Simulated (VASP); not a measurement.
# Li15S8 (a cell with a defect) in VASP: single point with PBE

Aim: the single point of Li15S8 (a cell with a defect) with PBE.

Everything below comes from runs of VASP 6.6.1. Logs are shortened: lines on timing, memory, paths and dates and some standing lists are left out, and cuts for length are marked.

### 1 The cell of the first run

The cell holds a defect, 23 atoms: a = 7.981 Å, b = 7.981 Å, c = 7.981 Å, α = 60.00°, β = 60.00°, γ = 60.00°.

### 2 Single point, PBE

INCAR

```
PREC     = Accurate       # precision mode
ENCUT    = 650            # plane-wave cutoff, eV
EDIFF    = 1E-6           # SCF threshold, eV
ISMEAR   = -1             # smearing method
SIGMA    = 0.1            # smearing width, eV
LREAL    = False          # projectors in reciprocal space
LASPH    = True           # aspherical terms in the spheres
NELM     = 120            # most SCF steps
ALGO     = Normal         # electronic algorithm
ISIF     = 2              # what is computed and relaxed
LWAVE    = False          # write WAVECAR
LCHARG   = False          # write CHGCAR
GGA      = PE             # functional
NBANDS   = 64             # bands
GGA_COMPAT= False
```

KPOINTS

```
regular mesh
0
Gamma
  2 2 2
```

POSCAR

```
Li15S8
1.0
    0.0000000000      5.6432580000      5.6432580000
    5.6432580000      0.0000000000      5.6432580000
    5.6432580000      5.6432580000      0.0000000000
S Li
8 15
Direct
   -0.0006537890     -0.0000986132      0.0007581613
   -0.0099771267      0.0033052715      0.5037341018
   -0.0008017532      0.5003326979      0.0007459344
   -0.0005748452      0.5002372743      0.5004178437
    0.5022636746      0.0033162581     -0.0086449175
    0.5023069121      0.0032327957      0.5036022631
    0.4990815589      0.5002753728      0.0005294814
    0.5022501186      0.4911363259      0.5036190087
    0.1339228155      0.1152809246      0.1355858619
    0.3752789612      0.3742329342      0.3764676362
    0.1340006961      0.1154135607      0.6159208918
    0.3747353036      0.3743530776      0.8747588716
    0.1241077406      0.6252535326      0.1257660025
    0.6144142267      0.6347962471      0.6162783980
    0.1338325308      0.6349850565      0.6158016344
    0.3752706327      0.8761826945      0.8746362474
    0.6144657926      0.1155663980      0.1352048763
    0.8733561358      0.3743559128      0.3765845900
    0.6243602543      0.1252108268      0.6254186854
    0.8743661906      0.3750817347      0.8756971593
    0.6146504377      0.6349840819      0.1350815433
    0.8730569292      0.8762355894      0.3766886965
    0.8732870267      0.8761865929      0.8746617645
```

Potentials or basis: VASP PAW PBE potentials, release 64 (S, Li_sv).

Command:

```sh
$ cat potpaw_PBE.64/S/POTCAR potpaw_PBE.64/Li_sv/POTCAR > POTCAR
$ mpirun -np 1 vasp_std > vasp.out
```

OUTCAR:

```text
PREC = Accurate
   ENCUT = 650
   EDIFF = 1E-6
   ISMEAR = -1
   LREAL = False
   LASPH = True
   NELM = 120
   ISIF = 2
   GGA = PE

 ion  position               nearest neighbor table
   1  0.999  1.000  0.001-  13 2.44  20 2.44  23 2.45  16 2.45  22 2.45   9 2.51  11 2.51  17 2.51

   2  0.990  0.003  0.504-  19 2.38   9 2.40  11 2.40  15 2.40  23 2.42  18 2.42  22 2.42
   3  0.999  0.500  0.001-  13 2.44  20 2.44  12 2.45  18 2.45  23 2.45  21 2.51  15 2.51   9 2.51

   4  0.999  0.500  0.500-  13 2.44  20 2.45  18 2.45  10 2.45  22 2.45  15 2.51  11 2.51  14 2.51
[... 7 lines left out ...]
  10  0.375  0.374  0.376-   6 2.42   8 2.42   4 2.45   7 2.45
  11  0.134  0.115  0.616-   2 2.40   6 2.40   4 2.51   1 2.51
  12  0.375  0.374  0.875-   5 2.42   8 2.42   3 2.45   7 2.45
  13  0.124  0.625  0.126-   1 2.44   4 2.44   3 2.44   7 2.44
  14  0.614  0.635  0.616-   6 2.41   8 2.41   7 2.51   4 2.51
  15  0.134  0.635  0.616-   2 2.40   8 2.41   4 2.51   3 2.51
  16  0.375  0.876  0.875-   5 2.42   6 2.42   7 2.45   1 2.45
  17  0.614  0.116  0.135-   5 2.40   6 2.41   7 2.51   1 2.51
  18  0.873  0.374  0.377-   2 2.42   8 2.42   4 2.45   3 2.45
  19  0.624  0.125  0.625-   2 2.38   6 2.38   8 2.38   5 2.38
  20  0.874  0.375  0.876-   3 2.44   1 2.44   4 2.45   7 2.45
  21  0.615  0.635  0.135-   5 2.40   8 2.41   3 2.51   7 2.51
  22  0.873  0.876  0.377-   6 2.42   2 2.42   1 2.45   4 2.45
  23  0.873  0.876  0.875-   2 2.42   5 2.42   3 2.45   1 2.45

  LATTYP: Found a face centered cubic cell.
 ALAT       =    11.2865160000

  Lattice vectors:

 A1 = (   0.0000000000,   5.6432580000,   5.6432580000)
 A2 = (   5.6432580000,   0.0000000000,   5.6432580000)
 A3 = (   5.6432580000,   5.6432580000,   0.0000000000)

Analysis of symmetry for initial positions (statically):
=====================================================================
 Subroutine PRICEL returns:
 Original cell was already a primitive cell.

 Routine SETGRP: Setting up the symmetry group for a
 face centered cubic supercell.

 Subroutine GETGRP returns: Found  1 space group operations
 (whereof  1 operations were pure point group operations)
 out of a pool of 48 trial point group operations.

The static configuration has the point symmetry C_1 .

Analysis of symmetry for dynamics (positions and initial velocities):
=====================================================================
 Subroutine PRICEL returns:
 Original cell was already a primitive cell.
[... 137 lines left out ...]
   IBRION =     -1    ionic relax: 0-MD 1-quasi-New 2-CG
   NFREE  =      0    steps in history (QN), initial steepest desc. (CG)
   ISIF   =      2    stress and relaxation
   ISYM   =      2    0-nonsym 1-usesym 2-fastsym
   POTIM  = 0.5000    time-step for ionic-motion
   TEBEG  =    0.0;   TEEND  =   0.0 temperature during run
   PSTRESS=    0.0 pullay stress
   NELECT =      93.0000    total number of electrons
   NUPDOWN=      -1.0000    fix difference up-down
   EMIN   =  10.00;   EMAX   =-10.00  energy-range for DOS
   EFERMI =   0.00;   METHOD = LEGACY
   ISMEAR =    -1;   SIGMA  =   0.10  broadening in eV -4-tet -1-fermi 0-gaus
   EFERMI_NEDOS =   21; number of points for ismear=-14 and -15
   IALGO  =     38    algorithm
   IMIX   =      4    mixing-type and parameters
     AMIX     =   0.40;   BMIX     =  1.00
     AMIX_MAG =   1.60;   BMIX_MAG =  1.00
  volume/ion in A,a.u.               =      15.63       105.46
  Fermi-wavevector in a.u.,A,eV,Ry     =   1.043188  1.971339 14.806420  1.088241
  Thomas-Fermi vector in A             =   2.177886
   LORBIT       =      0    0 simple, 1 ext, 2 COOP (PROOUT), +10 PAW based schemes
   GGA     = PE    functional components
   LHFCALC =     F    Hartree Fock is set to
   AEXX    =    0.0000 exact exchange contribution
   IVDW    =     0    specifies the selected vdW correction
   LEPSILON=     F    determine dielectric tensor
   LRPA    =     F    only Hartree local field effects (RPA)
 non-spin polarized calculation
  energy-cutoff  :      650.00
  volume of cell :      359.43
 maximum number of plane-waves:     13600
 NGX is ok and might be reduce to    70
   NGX = 33   NGY = 33   NGZ = 33

 number of electron      92.9999983 magnetization

 Free energy of the ion-electron system (eV)
  ---------------------------------------------------
  ext. energy  EPLUGINS =         0.00000000
  ---------------------------------------------------
  free energy    TOTEN  =       -90.76078051 eV

  energy without entropy =      -90.54134789  energy(sigma->0) =      -90.65106420

 E-fermi :   1.4127     XC(G=0):  -8.4930

 val. band max:        1.2677879545   @ k =   0.5000   0.0000   0.0000
 cond. band min:       1.4589053558   @ k =   0.0000   0.0000   0.0000
 fundamental gap:      0.1911174013
 Fermi energy:         1.4126548184

 k-point     1 :       0.0000    0.0000    0.0000
  band No.  band energies     occupation
      1     -42.7361      2.00000
      2     -42.7307      2.00000
      3     -42.7277      2.00000
      4     -42.7273      2.00000
      5     -42.7265      2.00000
      6     -42.7264      2.00000
[... 477 lines left out ...]
     57       8.2327      0.00000
     58       8.4137      0.00000
 [bands above 58 left out]

------------------------ aborting loop because EDIFF is reached ----------------------------------------

  FORCE on cell =-STRESS in cart. coord.  units (eV):
  Direction    XX          YY          ZZ          XY          YZ          ZX
  --------------------------------------------------------------------------------------
  -------------------------------------------------------------------------------------
  Total        2.5256555      2.5246771      2.5251500     -0.0002506      0.0079771     -0.0067345
  in kB       11.2580967     11.2537356     11.2558434     -0.0011170      0.0355578     -0.0300191
  external PRESSURE =      11.2558919 kB  Pullay stress =       0.0000000 kB

 VOLUME and BASIS-vectors are now :
 -----------------------------------------------------------------------------
  energy-cutoff  :      650.00
  volume of cell :      359.43
      direct lattice vectors                 reciprocal lattice vectors
     0.000000000  5.643258000  5.643258000    -0.088601301  0.088601301  0.088601301
     5.643258000  0.000000000  5.643258000     0.088601301 -0.088601301  0.088601301
     5.643258000  5.643258000  0.000000000     0.088601301  0.088601301 -0.088601301

 POSITION                                       TOTAL-FORCE (eV/Angst)
 -----------------------------------------------------------------------------------
      5.64698      5.64385     11.28227         0.003705     -0.003672      0.003178
      2.86135      8.42966      5.60561        -0.003024      0.001636      0.001607
      2.82772      5.64294      8.46224        -0.003362     -0.001540     -0.002502
      5.64695      8.46400      8.46298         0.004442      0.000870     -0.004602
      5.61319      8.42888      2.85312         0.002374      0.001701     -0.000941
      2.86020      5.67661      2.85289        -0.000522     -0.002129     -0.002444
[... 15 lines left out ...]
      7.07057      7.05264      9.87171         0.005104      0.001417      0.001330
      9.88049      9.86413      9.87273         0.000642     -0.008431      0.000012
 -----------------------------------------------------------------------------------
    total drift:                                0.000753     -0.000189     -0.000493

  FREE ENERGIE OF THE ION-ELECTRON SYSTEM (eV)
  ---------------------------------------------------
  free  energy   TOTEN  =       -90.7607805083 eV

  energy  without entropy=      -90.5413478878  energy(sigma->0) =      -90.65106420
```

OSZICAR:

```text
N       E                     dE             d eps       ncg     rms          rms(c)
DAV:   1     0.802106886235E+03    0.80211E+03   -0.42695E+04  1024   0.170E+03
DAV:   2     0.379251427702E+02   -0.76418E+03   -0.70757E+03  1160   0.422E+02
DAV:   3    -0.723513368991E+02   -0.11028E+03   -0.10911E+03  1424   0.123E+02
DAV:   4    -0.901076801216E+02   -0.17756E+02   -0.17657E+02  1864   0.508E+01
DAV:   5    -0.928768343531E+02   -0.27692E+01   -0.27682E+01  1608   0.137E+01    0.106E+01
DAV:   6    -0.907692155425E+02    0.21076E+01   -0.48070E+00  1304   0.646E+00    0.815E+00
DAV:   7    -0.906716975648E+02    0.97518E-01   -0.20318E+00  1584   0.321E+00    0.491E+00
DAV:   8    -0.907532290388E+02   -0.81531E-01   -0.34051E-01  1328   0.181E+00    0.119E+00
DAV:   9    -0.907522389444E+02    0.99009E-03   -0.41611E-02  1520   0.556E-01    0.376E-01
DAV:  10    -0.907576115064E+02   -0.53726E-02   -0.65037E-03  1544   0.248E-01    0.207E-01
DAV:  11    -0.907606858780E+02   -0.30744E-02   -0.38512E-03  1296   0.202E-01    0.514E-02
DAV:  12    -0.907607336969E+02   -0.47819E-04   -0.24903E-04  1720   0.490E-02    0.479E-02
DAV:  13    -0.907607618878E+02   -0.28191E-04   -0.35388E-05  1336   0.191E-02    0.180E-02
DAV:  14    -0.907607805676E+02   -0.18680E-04   -0.20796E-05  1256   0.156E-02    0.756E-03
DAV:  15    -0.907607805083E+02    0.59250E-07   -0.51965E-06  1480   0.736E-03
   1 F= -.90760781E+02 E0= -.90651064E+02  d E =-.219433E+00
```

stdout:

```text
POSCAR found type information on POSCAR S Li
 POSCAR found :  2 types and      23 ions
 scaLAPACK will be used
 -----------------------------------------------------------------------------
|                                                                             |
|                                                                             |
|     You have a (more or less) 'large supercell' and for larger cells it     |
|     might be more efficient to use real-space projection operators.         |
|     Therefore, try LREAL= Auto in the INCAR file.                           |
|     Mind: For very accurate calculation, you might also keep the            |
|     reciprocal projection scheme (i.e. LREAL=.FALSE.).                      |
|                                                                             |
 -----------------------------------------------------------------------------

 LDA part: xc-table for (Slater+PW92), standard interpolation
 POSCAR, INCAR and KPOINTS ok, starting setup
 FFT: planning ... GRIDC
 FFT: planning ... GRID_SOFT
 FFT: planning ... GRID
 WAVECAR not read
 entering main loop
```

It took 7.1 min on 1 thread of Intel Xeon Platinum 8259CL at 2.50GHz (Skylake/Cascade Lake), shared host; peak memory 0.75 GiB.

What came out:

```
Free energy            : -90.7608 eV
Pressure               : 1.1 GPa
Largest force          : 0.013 eV/Å
Band gap on the k mesh : zero (an odd number of electrons rules out a gap without spin polarisation)
```

Forces on the atoms (eV/Å):
```
S    0.004 -0.004  0.003
S   -0.003  0.002  0.002
S   -0.003 -0.002 -0.003
S    0.004  0.001 -0.005
S    0.002  0.002 -0.001
S   -0.001 -0.002 -0.002
S    0.001  0.004 -0.001
S    0.001 -0.001  0.002
Li  -0.001  0.007  0.002
Li   0.001  0.008  0.001
Li  -0.008  0.000  0.000
Li  -0.012  0.003  0.004
Li  -0.002  0.000  0.002
Li  -0.004 -0.012  0.002
Li   0.000  0.002  0.010
Li   0.000 -0.002  0.007
Li   0.000  0.001 -0.009
Li   0.001 -0.002 -0.011
Li   0.005  0.000 -0.001
Li  -0.001 -0.001 -0.001
Li   0.011  0.002 -0.003
Li   0.005  0.001  0.001
Li   0.001 -0.008  0.000
```

Caveat: the k points lie up to 0.48 Å⁻¹ apart, too coarse for converged energies and pressures of a metal.
